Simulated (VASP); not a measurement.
# Te2Mo in VASP: further runs

Runs on Te2Mo. Level: PBE+D3(BJ). Tasks: single point.

Program: VASP 6.6.1. These are calculated values, not measurements. Logs are shortened: lines on timing, memory, paths and dates and some standing lists are left out, and cuts for length are marked.

## Step 1: The cell of the first run

The cell holds a slab with vacuum, 6 atoms: a = 3.504 Å, b = 3.504 Å, c = 24.768 Å, α = 90.00°, β = 90.00°, γ = 120.00°.

## Step 2: Single point, PBE+D3(BJ)

INCAR

```
ALGO = Normal
DIPOL = 0.5 0.5 0.402
EDIFF = 1E-6
ENCUT = 520
GGA = PE
IDIPOL = 3
ISIF = 2
ISMEAR = 0
IVDW = 12
LASPH = T
LCHARG = T
LDIPOL = T
LELF = T
LREAL = F
LVACPOTAV = T
LVHAR = T
LWAVE = F
NBANDS = 35
NELM = 80
PREC = Accurate
SIGMA = 0.05
```

KPOINTS

```
k-points
0
Gamma
  9 9 1
```

POSCAR

```
Te2Mo
1.0
    3.5038817003      0.0000000000      0.0000000000
   -1.7519408501      3.0344505643      0.0000000000
    0.0000000000      0.0000000000     24.7677199090
Te Mo
4 2
Direct
    0.3333333333      0.6666666667      0.1816881011
    0.3333333333      0.6666666667      0.3284056823
    0.3333333333      0.6666666667      0.4749674172
    0.3333333333      0.6666666667      0.6216849983
    0.6666666667      0.3333333333      0.2550468917
    0.0000000000      1.0000000000      0.5483262077
```

Potentials or basis: VASP PAW PBE potentials, release 64 (Te, Mo_sv).

Run with:

```console
$ cat potpaw_PBE.64/Te/POTCAR potpaw_PBE.64/Mo_sv/POTCAR > POTCAR
$ mpirun -np 1 vasp_std > vasp.out
```

OUTCAR:

```text
EDIFF = 1E-6
   ENCUT = 520
   GGA = PE
   ISIF = 2
   ISMEAR = 0
   IVDW = 12
   LASPH = T
   LREAL = F
   NELM = 80
   PREC = Accurate
 IVDW          = 12

 ion  position               nearest neighbor table
   1  0.333  0.667  0.182-   5 2.72   5 2.72   5 2.72   2 3.63
   2  0.333  0.667  0.328-   5 2.72   5 2.72   5 2.72   3 3.63   1 3.63
   3  0.333  0.667  0.475-   6 2.72   6 2.72   6 2.72   2 3.63   4 3.63
   4  0.333  0.667  0.622-   6 2.72   6 2.72   6 2.72   3 3.63
   5  0.667  0.333  0.255-   1 2.72   2 2.72   1 2.72   2 2.72   1 2.72   2 2.72
   6  0.000  0.000  0.548-   3 2.72   3 2.72   3 2.72   4 2.72   4 2.72   4 2.72

  LATTYP: Found a hexagonal cell.
 ALAT       =     3.5038817003
 C/A-ratio  =     7.0686518631

  Lattice vectors:

 A1 = (   3.5038817003,   0.0000000000,   0.0000000000)
 A2 = (  -1.7519408501,   3.0344505643,   0.0000000000)
 A3 = (   0.0000000000,   0.0000000000,  24.7677199090)

Analysis of symmetry for initial positions (statically):
=====================================================================
 Subroutine PRICEL returns:
 Original cell was already a primitive cell.

 Routine SETGRP: Setting up the symmetry group for a
 hexagonal supercell.

 Subroutine GETGRP returns: Found 12 space group operations
 (whereof  6 operations were pure point group operations)
 out of a pool of 24 trial point group operations.

The static configuration has the point symmetry C_3v.
 The point group associated with its full space group is D_3d.

Analysis of symmetry for dynamics (positions and initial velocities):
=====================================================================
 Subroutine PRICEL returns:
 Original cell was already a primitive cell.

 Routine SETGRP: Setting up the symmetry group for a
 hexagonal supercell.

 Subroutine GETGRP returns: Found 12 space group operations
 (whereof  6 operations were pure point group operations)
 out of a pool of 24 trial point group operations.

The dynamic configuration has the point symmetry C_3v.
 The point group associated with its full space group is D_3d.

 Subroutine INISYM returns: Found 12 space group operations
 (whereof  6 operations are pure point group operations),
 and found     1 'primitive' translations

----------------------------------------------------------------------------------------

                                     Primitive cell

  volume of cell :     263.3392

  direct lattice vectors                    reciprocal lattice vectors
     3.503881700  0.000000000  0.000000000     0.285397763  0.164774475  0.000000000
    -1.751940850  3.034450564  0.000000000     0.000000000  0.329548951  0.000000000
     0.000000000  0.000000000 24.767719909     0.000000000  0.000000000  0.040375134

  length of vectors
     3.503881700  3.503881700 24.767719909     0.329548951  0.329548951  0.040375134

  position of ions in fractional coordinates (direct lattice)
     0.333333333  0.666666667  0.181688101
     0.333333333  0.666666667  0.328405682
     0.333333333  0.666666667  0.474967417
     0.333333333  0.666666667  0.621684998
     0.666666667  0.333333333  0.255046892
     0.000000000  0.000000000  0.548326208

  ion indices of the primitive-cell ions
   primitive index   ion index
                 1           1
                 2           2
                 3           3
                 4           4
                 5           5
                 6           6

----------------------------------------------------------------------------------------

 KPOINTS: k-points

Automatic generation of k-mesh.
 Grid dimensions read from file:
 generate k-points for:    9    9    1

 Generating k-lattice:

  Cartesian coordinates                     Fractional coordinates (reciprocal lattice)
     0.031710863  0.018308275  0.000000000     0.111111111  0.000000000  0.000000000
     0.000000000  0.036616550  0.000000000     0.000000000  0.111111111  0.000000000
     0.000000000  0.000000000  0.040375134     0.000000000  0.000000000  1.000000000

  Length of vectors
     0.036616550  0.036616550  0.040375134

  Shift w.r.t. Gamma in fractional coordinates (k-lattice)
     0.000000000  0.000000000  0.000000000

 Subroutine IBZKPT returns following result:
 ===========================================

 Found     12 irreducible k-points:

 Following reciprocal coordinates:
            Coordinates               Weight
  0.000000  0.000000  0.000000      1.000000
  0.111111  0.000000  0.000000      6.000000
  0.222222 -0.000000  0.000000      6.000000
  0.333333  0.000000  0.000000      6.000000
  0.444444 -0.000000  0.000000      6.000000
  0.111111  0.111111  0.000000      6.000000
  0.222222  0.111111  0.000000     12.000000
  0.333333  0.111111  0.000000     12.000000
  0.444444  0.111111  0.000000      6.000000
  0.222222  0.222222  0.000000      6.000000
  0.333333  0.222222  0.000000     12.000000
  0.333333  0.333333  0.000000      2.000000
   k-points           NKPTS =     12   k-points in BZ     NKDIM =     12   number of bands    NBANDS=     35
   number of dos      NEDOS =    301   number of ions     NIONS =      6
   total plane-waves  NPLWV = 150528
   dimension x,y,z NGX =    28 NGY =   28 NGZ =  192
   dimension x,y,z NGXF=    56 NGYF=   56 NGZF=  384
   ions per type =               4   2
   NGX,Y,Z   is equivalent  to a cutoff of  13.28, 13.28, 12.89 a.u.
   NGXF,Y,Z  is equivalent  to a cutoff of  26.57, 26.57, 25.77 a.u.
 SYSTEM =  unknown system
   PREC   = accura    normal or accurate (medium, high low for compatibility)
   ISTART =      0    job   : 0-new  1-cont  2-samecut
   ICHARG =      2    charge: 1-file 2-atom 10-const
   ISPIN  =      1    spin polarized calculation?
   LNONCOLLINEAR =      F non collinear calculations
   LSORBIT =      F    spin-orbit coupling
   LASPH  =      T    aspherical Exc in radial PAW
   ENCUT  =  520.0 eV  38.22 Ry    6.18 a.u.   6.51  6.51 46.05*2*pi/ulx,y,z
   NELM   =     80;   NELMIN=  2; NELMDL= -5     # of ELM steps
   EDIFF  = 0.1E-05   stopping-criterion for ELM
   LREAL  =      F    real-space projection
   EDIFFG = 0.1E-04   stopping-criterion for IOM
   NSW    =      0    number of steps for IOM
   IBRION =     -1    ionic relax: 0-MD 1-quasi-New 2-CG
   NFREE  =      0    steps in history (QN), initial steepest desc. (CG)
   ISIF   =      2    stress and relaxation
   ISYM   =      2    0-nonsym 1-usesym 2-fastsym
   POTIM  = 0.5000    time-step for ionic-motion
   TEBEG  =    0.0;   TEEND  =   0.0 temperature during run
   PSTRESS=    0.0 pullay stress
   NELECT =      52.0000    total number of electrons
   NUPDOWN=      -1.0000    fix difference up-down
   EMIN   =  10.00;   EMAX   =-10.00  energy-range for DOS
   EFERMI =   0.00;   METHOD = LEGACY
   ISMEAR =     0;   SIGMA  =   0.05  broadening in eV -4-tet -1-fermi 0-gaus
   EFERMI_NEDOS =   21; number of points for ismear=-14 and -15
   IALGO  =     38    algorithm
   IMIX   =      4    mixing-type and parameters
     AMIX     =   0.40;   BMIX     =  1.00
     AMIX_MAG =   1.60;   BMIX_MAG =  1.00
  volume/ion in A,a.u.               =      43.89       296.18
  Fermi-wavevector in a.u.,A,eV,Ry     =   0.953317  1.801508 12.365161  0.908814
  Thomas-Fermi vector in A             =   2.081961
   LORBIT       =      0    0 simple, 1 ext, 2 COOP (PROOUT), +10 PAW based schemes
   GGA     = PE    functional components
   LHFCALC =     F    Hartree Fock is set to
   AEXX    =    0.0000 exact exchange contribution
   IVDW    =    12    specifies the selected vdW correction
   LEPSILON=     F    determine dielectric tensor
   LRPA    =     F    only Hartree local field effects (RPA)
 non-spin polarized calculation
 Gauss-broadening in eV      SIGMA  =   0.05
  energy-cutoff  :      520.00
  volume of cell :      263.34
 maximum number of plane-waves:      7173
 NGX is ok and might be reduce to    28
   NGX = 13   NGY = 13   NGZ = 93

 dipolmoment           0.000000      0.000000      0.000017 electrons x Angstroem

 number of electron      51.9999999 magnetization

 dipolmoment           0.000000      0.000000     -0.000000 electrons x Angstroem

 Free energy of the ion-electron system (eV)
  ---------------------------------------------------
  ext. energy  EPLUGINS =         0.00000000
  ---------------------------------------------------
  free energy    TOTEN  =       -35.87505358 eV

  energy without entropy =      -35.87505358  energy(sigma->0) =      -35.87505358

 E-fermi :   2.8429     XC(G=0):  -6.4061

 val. band max:        2.4710616274   @ k =   0.3333   0.3333   0.0000
 cond. band min:       3.5867102326   @ k =   0.2222   0.2222   0.0000
 fundamental gap:      1.1156486053
 Fermi energy:         2.8428658138

 k-point     1 :       0.0000    0.0000    0.0000
  band No.  band energies     occupation
      1     -58.1729      2.00000
      2     -58.1729      2.00000
      3     -32.3531      2.00000
      4     -32.3531      2.00000
      5     -32.2046      2.00000
      6     -32.2046      2.00000
[... 27 lines left out ...]
     34       6.0234      0.00000
     35       6.6678      0.00000

 k-point     2 :       0.1111    0.0000    0.0000
  band No.  band energies     occupation
      1     -58.1717      2.00000
      2     -58.1717      2.00000
      3     -32.3496      2.00000
      4     -32.3496      2.00000
      5     -32.2205      2.00000
      6     -32.2205      2.00000
[... 27 lines left out ...]
     34       5.8762      0.00000
     35       6.9054      0.00000

 k-point     3 :       0.2222   -0.0000    0.0000
  band No.  band energies     occupation
      1     -58.1686      2.00000
      2     -58.1686      2.00000
      3     -32.3408      2.00000
      4     -32.3408      2.00000
      5     -32.2606      2.00000
      6     -32.2606      2.00000
[... 27 lines left out ...]
     34       6.1017      0.00000
     35       7.4505      0.00000

 k-point     4 :       0.3333    0.0000    0.0000
  band No.  band energies     occupation
      1     -58.1652      2.00000
      2     -58.1651      2.00000
      3     -32.3307      2.00000
      4     -32.3307      2.00000
      5     -32.3058      2.00000
      6     -32.3058      2.00000
[... 27 lines left out ...]
     34       6.2443      0.00000
     35       7.8444      0.00000

 k-point     5 :       0.4444   -0.0000    0.0000
  band No.  band energies     occupation
      1     -58.1629      2.00000
      2     -58.1629      2.00000
      3     -32.3351      2.00000
      4     -32.3351      2.00000
      5     -32.3242      2.00000
      6     -32.3242      2.00000
[... 27 lines left out ...]
     34       6.2916      0.00000
     35       6.4202      0.00000

 k-point     6 :       0.1111    0.1111    0.0000
  band No.  band energies     occupation
      1     -58.1695      2.00000
      2     -58.1695      2.00000
      3     -32.3435      2.00000
      4     -32.3435      2.00000
      5     -32.2471      2.00000
      6     -32.2471      2.00000
[... 27 lines left out ...]
     34       5.9992      0.00000
     35       7.2976      0.00000

 k-point     7 :       0.2222    0.1111    0.0000
  band No.  band energies     occupation
      1     -58.1663      2.00000
      2     -58.1663      2.00000
      3     -32.3340      2.00000
      4     -32.3340      2.00000
      5     -32.2865      2.00000
      6     -32.2865      2.00000
[... 27 lines left out ...]
     34       6.0384      0.00000
     35       7.9957      0.00000

 k-point     8 :       0.3333    0.1111    0.0000
  band No.  band energies     occupation
      1     -58.1634      2.00000
      2     -58.1634      2.00000
      3     -32.3257      2.00000
      4     -32.3257      2.00000
      5     -32.3207      2.00000
      6     -32.3207      2.00000
[... 27 lines left out ...]
     34       6.0883      0.00000
     35       7.2014      0.00000

 k-point     9 :       0.4444    0.1111    0.0000
  band No.  band energies     occupation
      1     -58.1623      2.00000
      2     -58.1623      2.00000
      3     -32.3341      2.00000
      4     -32.3341      2.00000
      5     -32.3224      2.00000
      6     -32.3224      2.00000
[... 27 lines left out ...]
     34       6.1012      0.00000
     35       6.3808      0.00000

 k-point    10 :       0.2222    0.2222    0.0000
  band No.  band energies     occupation
      1     -58.1636      2.00000
      2     -58.1636      2.00000
      3     -32.3263      2.00000
      4     -32.3263      2.00000
      5     -32.3086      2.00000
      6     -32.3086      2.00000
[... 27 lines left out ...]
     34       6.2486      0.00000
     35       7.9940      0.00000

 k-point    11 :       0.3333    0.2222    0.0000
  band No.  band energies     occupation
      1     -58.1619      2.00000
      2     -58.1619      2.00000
      3     -32.3213      2.00000
      4     -32.3213      2.00000
      5     -32.3193      2.00000
      6     -32.3193      2.00000
[... 27 lines left out ...]
     34       6.6251      0.00000
     35       6.8919      0.00000

 k-point    12 :       0.3333    0.3333    0.0000
  band No.  band energies     occupation
      1     -58.1613      2.00000
      2     -58.1613      2.00000
      3     -32.3196      2.00000
      4     -32.3196      2.00000
      5     -32.3066      2.00000
      6     -32.3066      2.00000
[... 27 lines left out ...]
     34       6.9854      0.00000
     35       7.1566      0.00000

------------------------ aborting loop because EDIFF is reached ----------------------------------------

 Edisp (eV)   -2.75641

 E8    (eV) :    -1.3037

  FORCE on cell =-STRESS in cart. coord.  units (eV):
  Direction    XX          YY          ZZ          XY          YZ          ZX
  --------------------------------------------------------------------------------------
  -------------------------------------------------------------------------------------
  Total      -0.16873    -0.16873     0.99765    -0.00000     0.00000    -0.00000
  in kB      -1.02659    -1.02659     6.06978    -0.00000     0.00000    -0.00000
  external pressure =        1.34 kB  Pullay stress =        0.00 kB

 VOLUME and BASIS-vectors are now :
 -----------------------------------------------------------------------------
  energy-cutoff  :      520.00
  volume of cell :      263.34
      direct lattice vectors                 reciprocal lattice vectors
     3.503881700  0.000000000  0.000000000     0.285397763  0.164774475  0.000000000
    -1.751940850  3.034450564  0.000000000     0.000000000  0.329548951  0.000000000
     0.000000000  0.000000000 24.767719909     0.000000000  0.000000000  0.040375134

 POSITION                                       TOTAL-FORCE (eV/Angst)
 -----------------------------------------------------------------------------------
     -0.00000      2.02297      4.50000        -0.000000     -0.000000      0.005763
     -0.00000      2.02297      8.13386         0.000000     -0.000000     -0.198075
     -0.00000      2.02297     11.76386        -0.000000      0.000000      0.198075
     -0.00000      2.02297     15.39772         0.000000     -0.000000     -0.005763
      1.75194      1.01148      6.31693        -0.000000      0.000000     -0.054648
      0.00000      0.00000     13.58079         0.000000     -0.000000      0.054648
 -----------------------------------------------------------------------------------
    total drift:                               -0.000000      0.000000      0.000004

  FREE ENERGIE OF THE ION-ELECTRON SYSTEM (eV)
  ---------------------------------------------------
  free  energy   TOTEN  =       -38.6314602693 eV

  energy  without entropy=      -38.6314602693  energy(sigma->0) =      -38.63146027

 vacuum level on the upper side and lower side of the slab         7.321         7.321
```

It took 9.8 min on 1 thread of Intel Xeon 8259CL, shared host; peak memory 0.43 GiB.

Results:

* Free energy: -38.6315 eV
* Largest force: 0.198 eV/Å
* Band gap on the k mesh: 1.12 eV (least direct gap 1.19 eV)
* Dispersion energy per atom: -0.459 eV

Forces in eV/Å, atoms in the order of the input:
```
Te   0.000  0.000  0.006
Te   0.000  0.000 -0.198
Te   0.000  0.000  0.198
Te   0.000  0.000 -0.006
Mo   0.000  0.000 -0.055
Mo   0.000  0.000  0.055
```

Caveat: spin-orbit coupling is left out, which moves the levels of the heavy elements.

(Continued in part 2 of 2.)
